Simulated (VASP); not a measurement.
TaPb: single point with PBE

TaPb:

```
Ta Pb
1.0
     5.23230    0.12887    0.21817
    -1.25462    6.39595   -0.56493
    -1.19296   -3.07865    5.71718
Ta Pb
4 4
Direct
  0.74021 0.46406 0.44987
  0.75955 0.02554 0.53666
  0.74420 0.60411 0.10921
  0.75626 0.87799 0.88300
  0.28216 0.38849 0.64222
  0.23557 0.87579 0.62615
  0.18171 0.36365 0.11099
  0.30033 0.90036 0.14189
```

| Item | Value |
| --- | --- |
| Program | VASP 6.6.1 |
| Task | single point |
| Functional | PBE |
| Potentials or basis | VASP PAW PBE potentials, release 64 (Ta_pv, Pb_d) |
| Cutoff | 520 eV |
| k mesh | 4 × 4 × 4 |
| Occupations | gaussian, width 0.1 eV |
| Spin | no spin polarisation |

```json
{
 "Pressure": "-0.1 GPa",
 "Largest force": "0.038 eV/Å",
 "Band gap on the k mesh": "zero (bands 50 and 51 overlap by 0.38 eV)"
}
```

Forces in eV/Å, atoms in the order of the input:
```
Ta  -0.009  0.018  0.033
Ta  -0.015 -0.016 -0.011
Ta   0.004 -0.008  0.007
Ta  -0.003  0.011 -0.017
Pb   0.004 -0.003 -0.010
Pb   0.008 -0.007  0.003
Pb   0.002 -0.003 -0.003
Pb   0.009  0.008 -0.002
```

Stress tensor (GPa, compression positive):
```
 0.01  0.05  0.02
 0.05 -0.14 -0.03
 0.02 -0.03 -0.11
```

Levels at points of the mesh, in eV from the Fermi level:
| k point | band 48 | band 49 | band 50 | band 51 | band 52 | band 53 |
| --- | --- | --- | --- | --- | --- | --- |
| (0.00, 0.00, 0.00) | -0.95 | -0.27 | -0.06 | 0.94 | 1.12 | 1.35 |
| (0.50, 0.00, 0.00) | -0.91 | -0.32 | -0.05 | 0.23 | 0.84 | 1.08 |
| (0.00, 0.50, 0.00) | -0.68 | -0.41 | -0.27 | -0.19 | 0.12 | 0.59 |
| (0.50, 0.50, 0.00) | -0.65 | -0.43 | -0.23 | 0.10 | 0.35 | 0.46 |
| (0.00, 0.00, 0.50) | -0.90 | -0.76 | -0.52 | -0.09 | 0.26 | 0.99 |
| (0.50, 0.00, 0.50) | -0.67 | -0.56 | -0.17 | 0.12 | 0.37 | 0.74 |
| (0.00, 0.50, 0.50) | -1.03 | -0.97 | -0.23 | 0.24 | 0.47 | 0.74 |
| (0.50, 0.50, 0.50) | -0.65 | -0.54 | -0.26 | -0.07 | 0.37 | 0.42 |

Run time: 9.7 min on 1 thread of Oxide Virtual Turin-like Processor (shared host), peak memory 0.46 GiB.

Caveat: spin-orbit coupling is left out, which moves the levels of the heavy elements.
